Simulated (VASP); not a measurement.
# Hf in VASP: single point with PBE

Aim: the single point of Hf with PBE.

Everything below comes from runs of VASP 6.6.1. Logs are shortened: lines on timing, memory, paths and dates and some standing lists are left out, and cuts for length are marked.

## Step 1: The cell of the first run

The cell holds a slab with vacuum, 12 atoms: a = 5.555 Å, b = 5.555 Å, c = 27.354 Å, α = 90.00°, β = 90.00°, γ = 120.00°.

## Step 2: Single point, PBE

INCAR

```
  ALGO = Normal
  DIPOL = 0.5 0.5 0.355
  EDIFF = 1E-6
  ENCUT = 400
  GGA = PE
  GGA_COMPAT = False
  IDIPOL = 3
  ISIF = 2
  ISMEAR = 1
  LASPH = True
  LCHARG = False
  LDIPOL = True
  LREAL = False
  LWAVE = False
  NBANDS = 72
  NELM = 120
  NELMDL = -8
  PREC = Accurate
  SIGMA = 0.1
```

KPOINTS

```
k-points
0
Gamma
  9 9 1
```

POSCAR

```
Hf
1.0
    0.0000000292      5.5553847950      0.0000000000
   -4.8111043748     -2.7776923722      0.0000000000
    0.0000000000      0.0000000000     27.3535424918
Hf
12
Direct
    0.6666666667      0.6666666667      0.2193500166
    0.3333333333      1.0000000000      0.2193500166
    0.0000000000      0.3333333333      0.2193500166
    0.3333333333      0.3333333333      0.3056810800
    0.0000000000      0.6666666667      0.3058096807
    0.6666666667      0.0000000000      0.3060887830
    0.6646906098      0.6776650324      0.4017966984
    0.3463077559      1.0019760569      0.4017966984
   -0.0109983657      0.3203589107      0.4017966984
    0.3333333333      0.3333333333      0.4887830385
    0.0000000000      0.6666666667      0.4878132932
    0.6666666667      0.0000000000      0.5049519539
```

Potentials or basis: VASP PAW PBE potentials, release 64 (Hf_pv).

Launch:

```
$ cat potpaw_PBE.64/Hf_pv/POTCAR > POTCAR
$ mpirun -np 1 vasp_std > vasp.out
```

OUTCAR:

```text
EDIFF = 1E-6
   ENCUT = 400
   GGA = PE
   ISIF = 2
   ISMEAR = 1
   LASPH = True
   LREAL = False
   NELM = 120
   NELMDL = -8
   PREC = Accurate

 ion  position               nearest neighbor table
   1  0.667  0.667  0.219-   4 3.00   5 3.00   6 3.01   3 3.21   2 3.21   2 3.21   2 3.21   3 3.21
                             3 3.21
   2  0.333  0.000  0.219-   4 3.00   5 3.00   6 3.01   3 3.21   1 3.21   3 3.21   1 3.21   1 3.21
                             3 3.21
   3  0.000  0.333  0.219-   4 3.00   5 3.00   6 3.01   1 3.21   2 3.21   2 3.21   1 3.21   1 3.21
                             2 3.21
   4  0.333  0.333  0.306-   2 3.00   3 3.00   1 3.00   5 3.21   5 3.21   5 3.21   6 3.21   6 3.21
                             6 3.21   8 3.23   9 3.23   7 3.23
   5  0.000  0.667  0.306-   2 3.00   1 3.00   3 3.00   4 3.21   4 3.21   4 3.21   6 3.21   6 3.21
                             6 3.21   8 3.24   7 3.24   9 3.24
   6  0.667  0.000  0.306-   1 3.01   3 3.01   2 3.01   7 3.17   9 3.17   8 3.17   5 3.21   5 3.21
                             5 3.21   4 3.21   4 3.21   4 3.21
   7  0.665  0.678  0.402-  11 3.02  10 3.03   9 3.09   8 3.09   6 3.17   4 3.23   5 3.24   8 3.25
                             9 3.25   8 3.28   9 3.28  12 3.34
   8  0.346  0.002  0.402-  11 3.02  10 3.03   7 3.09   9 3.09   6 3.17   4 3.23   5 3.24   9 3.25
                             7 3.25   7 3.28   9 3.28  12 3.34
   9  0.989  0.320  0.402-  11 3.02  10 3.03   7 3.09   8 3.09   6 3.17   4 3.23   5 3.24   8 3.25
                             7 3.25   8 3.28   7 3.28  12 3.34
  10  0.333  0.333  0.489-   8 3.03   9 3.03   7 3.03  11 3.21  11 3.21  11 3.21  12 3.24  12 3.24
                            12 3.24
  11  0.000  0.667  0.488-   8 3.02   7 3.02   9 3.02  10 3.21  10 3.21  10 3.21  12 3.24  12 3.24
                            12 3.24
  12  0.667  0.000  0.505-  10 3.24  10 3.24  10 3.24  11 3.24  11 3.24  11 3.24   7 3.34   9 3.34
                             8 3.34

  LATTYP: Found a hexagonal cell.
 ALAT       =     5.5553847950
 C/A-ratio  =     4.9237889905

  Lattice vectors:

 A1 = (   0.0000000292,   5.5553847950,   0.0000000000)
 A2 = (  -4.8111043748,  -2.7776923722,   0.0000000000)
 A3 = (   0.0000000000,   0.0000000000,  27.3535424918)

Analysis of symmetry for initial positions (statically):
=====================================================================
 Subroutine PRICEL returns:
 Original cell was already a primitive cell.

 Routine SETGRP: Setting up the symmetry group for a
 hexagonal supercell.

 Subroutine GETGRP returns: Found  3 space group operations
 (whereof  1 operations were pure point group operations)
 out of a pool of 24 trial point group operations.

The static configuration has the point symmetry C_1 .
 The point group associated with its full space group is C_3 .

Analysis of symmetry for dynamics (positions and initial velocities):
=====================================================================
 Subroutine PRICEL returns:
 Original cell was already a primitive cell.

 Routine SETGRP: Setting up the symmetry group for a
 hexagonal supercell.

 Subroutine GETGRP returns: Found  3 space group operations
 (whereof  1 operations were pure point group operations)
 out of a pool of 24 trial point group operations.

The dynamic configuration has the point symmetry C_1 .
 The point group associated with its full space group is C_3 .

 Subroutine INISYM returns: Found  3 space group operations
 (whereof  1 operations are pure point group operations),
 and found     1 'primitive' translations

----------------------------------------------------------------------------------------

                                     Primitive cell

  volume of cell :     731.0928

  direct lattice vectors                    reciprocal lattice vectors
     0.000000029  5.555384795  0.000000000    -0.103926242  0.180005533  0.000000000
    -4.811104375 -2.777692372  0.000000000    -0.207852486  0.000000001  0.000000000
     0.000000000  0.000000000 27.353542492     0.000000000  0.000000000  0.036558336

  length of vectors
     5.555384795  5.555384795 27.353542492     0.207852486  0.207852486  0.036558336

  position of ions in fractional coordinates (direct lattice)
     0.666666667  0.666666667  0.219350017
     0.333333333  0.000000000  0.219350017
     0.000000000  0.333333333  0.219350017
     0.333333333  0.333333333  0.305681080
     0.000000000  0.666666667  0.305809681
[... 53 lines left out ...]
  0.222222  0.000000  0.000000      6.000000
  0.333333  0.000000  0.000000      6.000000
  0.444444  0.000000  0.000000      6.000000
  0.111111  0.111111  0.000000      6.000000
  0.222222  0.111111  0.000000      6.000000
 -0.222222  0.333333  0.000000      6.000000
  0.333333  0.111111  0.000000      6.000000
 -0.333333  0.444444  0.000000      6.000000
  0.444444  0.111111  0.000000      6.000000
  0.222222  0.222222  0.000000      6.000000
  0.333333  0.222222  0.000000      6.000000
 -0.333333 -0.444444  0.000000      6.000000
  0.333333  0.333333  0.000000      2.000000
   k-points           NKPTS =     15   k-points in BZ     NKDIM =     15   number of bands    NBANDS=     72
   number of dos      NEDOS =    301   number of ions     NIONS =     12
   total plane-waves  NPLWV = 233280
   dimension x,y,z NGX =    36 NGY =   36 NGZ =  180
   dimension x,y,z NGXF=    72 NGYF=   72 NGZF=  360
   ions per type =              12
   NGX,Y,Z   is equivalent  to a cutoff of  10.77, 10.77, 10.94 a.u.
   NGXF,Y,Z  is equivalent  to a cutoff of  21.55, 21.55, 21.88 a.u.
 SYSTEM =  unknown system
   PREC   = accura    normal or accurate (medium, high low for compatibility)
   ISTART =      0    job   : 0-new  1-cont  2-samecut
   ICHARG =      2    charge: 1-file 2-atom 10-const
   ISPIN  =      1    spin polarized calculation?
   LNONCOLLINEAR =      F non collinear calculations
   LSORBIT =      F    spin-orbit coupling
   LASPH  =      T    aspherical Exc in radial PAW
   ENCUT  =  400.0 eV  29.40 Ry    5.42 a.u.   9.06  9.06 44.61*2*pi/ulx,y,z
   NELM   =    120;   NELMIN=  2; NELMDL= -8     # of ELM steps
   EDIFF  = 0.1E-05   stopping-criterion for ELM
   LREAL  =      F    real-space projection
   EDIFFG = 0.1E-04   stopping-criterion for IOM
   NSW    =      0    number of steps for IOM
   IBRION =     -1    ionic relax: 0-MD 1-quasi-New 2-CG
   NFREE  =      0    steps in history (QN), initial steepest desc. (CG)
   ISIF   =      2    stress and relaxation
   ISYM   =      2    0-nonsym 1-usesym 2-fastsym
   POTIM  = 0.5000    time-step for ionic-motion
   TEBEG  =    0.0;   TEEND  =   0.0 temperature during run
   PSTRESS=    0.0 pullay stress
   NELECT =     120.0000    total number of electrons
   NUPDOWN=      -1.0000    fix difference up-down
   EMIN   =  10.00;   EMAX   =-10.00  energy-range for DOS
   EFERMI =   0.00;   METHOD = LEGACY
   ISMEAR =     1;   SIGMA  =   0.10  broadening in eV -4-tet -1-fermi 0-gaus
   EFERMI_NEDOS =   21; number of points for ismear=-14 and -15
   IALGO  =     38    algorithm
   IMIX   =      4    mixing-type and parameters
     AMIX     =   0.40;   BMIX     =  1.00
     AMIX_MAG =   1.60;   BMIX_MAG =  1.00
  volume/ion in A,a.u.               =      60.92       411.14
  Fermi-wavevector in a.u.,A,eV,Ry     =   0.896350  1.693856 10.931516  0.803444
  Thomas-Fermi vector in A             =   2.018798
   LORBIT       =      0    0 simple, 1 ext, 2 COOP (PROOUT), +10 PAW based schemes
   GGA     = PE    functional components
   LHFCALC =     F    Hartree Fock is set to
   AEXX    =    0.0000 exact exchange contribution
   IVDW    =     0    specifies the selected vdW correction
   LEPSILON=     F    determine dielectric tensor
   LRPA    =     F    only Hartree local field effects (RPA)
 non-spin polarized calculation
 Methfessel and Paxton  Order N= 1 SIGMA  =   0.10
  energy-cutoff  :      400.00
  volume of cell :      731.09
 maximum number of plane-waves:     13335
   NGX = 19   NGY = 19   NGZ = 89

 dipolmoment           0.000000      0.000000      0.005326 electrons x Angstroem

 number of electron     120.0000012 magnetization

 dipolmoment           0.000000      0.000000     -0.024748 electrons x Angstroem

 Free energy of the ion-electron system (eV)
  ---------------------------------------------------
  ext. energy  EPLUGINS =         0.00000000
  ---------------------------------------------------
  free energy    TOTEN  =      -113.04898464 eV

  energy without entropy =     -113.05152833  energy(sigma->0) =     -113.04983253

 E-fermi :  -0.7781     XC(G=0):  -4.9346

 val. band max:       -0.7856371841   @ k =   0.3333   0.3333   0.0000
 cond. band min:      -0.7768427798   @ k =   0.2222   0.0000   0.0000
 fundamental gap:      0.0087944043
 Fermi energy:        -0.7781266555

 k-point     1 :       0.0000    0.0000    0.0000
  band No.  band energies     occupation
      1     -32.1935      2.00000
      2     -32.0097      2.00000
      3     -32.0097      2.00000
      4     -31.8486      2.00000
      5     -31.7392      2.00000
      6     -31.7129      2.00000
[... 1114 lines left out ...]
     71       0.3741     -0.00000
     72       0.3814     -0.00000

------------------------ aborting loop because EDIFF is reached ----------------------------------------

 vacuum level on the upper side and lower side of the slab       (xc-potential included)        -0.204         0.024

  FORCE on cell =-STRESS in cart. coord.  units (eV):
  Direction    XX          YY          ZZ          XY          YZ          ZX
  --------------------------------------------------------------------------------------
  -------------------------------------------------------------------------------------
  Total       -6.9454128     -6.9454128     -4.2906976     -0.0000000      0.0000000      0.0000000
  in kB      -15.2207531    -15.2207531     -9.4029903     -0.0000001      0.0000000      0.0000000
  external PRESSURE =     -13.2814988 kB  Pullay stress =       0.0000000 kB

 VOLUME and BASIS-vectors are now :
 -----------------------------------------------------------------------------
  energy-cutoff  :      400.00
  volume of cell :      731.09
      direct lattice vectors                 reciprocal lattice vectors
     0.000000029  5.555384795  0.000000000    -0.103926242  0.180005533  0.000000000
    -4.811104375 -2.777692372  0.000000000    -0.207852486  0.000000001  0.000000000
     0.000000000  0.000000000 27.353542492     0.000000000  0.000000000  0.036558336

 POSITION                                       TOTAL-FORCE (eV/Angst)
 -----------------------------------------------------------------------------------
     -3.20740      1.85179      6.00000        -0.033762     -0.006556      0.066154
      0.00000      1.85179      6.00000         0.011204      0.032517      0.066154
     -1.60370     -0.92590      6.00000         0.022558     -0.025961      0.066154
     -1.60370      0.92590      8.36146         0.000000      0.000000     -0.088901
     -3.20740     -1.85179      8.36498         0.000000      0.000000     -0.101332
      0.00000      3.70359      8.37261         0.000000      0.000000     -0.064815
     -3.26032      1.81027     10.99056        -0.119269     -0.062078      0.485411
     -0.00951      1.91838     10.99056         0.005873      0.134330      0.485411
     -1.54128      4.60443     10.99056         0.113396     -0.072251      0.485411
     -1.60370      0.92590     13.36995         0.000000      0.000000     -0.184401
     -3.20740     -1.85179     13.34342         0.000000      0.000000     -0.075663
      0.00000      3.70359     13.81222         0.000000      0.000000     -1.139583
 -----------------------------------------------------------------------------------
    total drift:                               -0.000000     -0.000000      0.002766

  FREE ENERGIE OF THE ION-ELECTRON SYSTEM (eV)
  ---------------------------------------------------
  free  energy   TOTEN  =      -113.0489846352 eV

  energy  without entropy=     -113.0515283255  energy(sigma->0) =     -113.04983253

 vacuum level on the upper side and lower side of the slab         3.233         3.429
```

It took 39 min on 1 thread of Intel Xeon Platinum 8488C (Sapphire Rapids), shared host; peak memory 0.74 GiB.

Results:

- Free energy: -113.0490 eV
- Largest force: 1.140 eV/Å
- Band gap on the k mesh: zero (band 60 reaches -0.71 eV, above the bottom of band 61 at -0.95 eV)

Forces in eV/Å, atoms in the order of the input:
```
Hf  -0.034 -0.007  0.066
Hf   0.011  0.033  0.066
Hf   0.023 -0.026  0.066
Hf   0.000  0.000 -0.089
Hf   0.000  0.000 -0.101
Hf   0.000  0.000 -0.065
Hf  -0.119 -0.062  0.485
Hf   0.006  0.134  0.485
Hf   0.113 -0.072  0.485
Hf   0.000  0.000 -0.184
Hf   0.000  0.000 -0.076
Hf   0.000  0.000 -1.140
```

Caveat: spin-orbit coupling is left out, which moves the levels of the heavy elements.
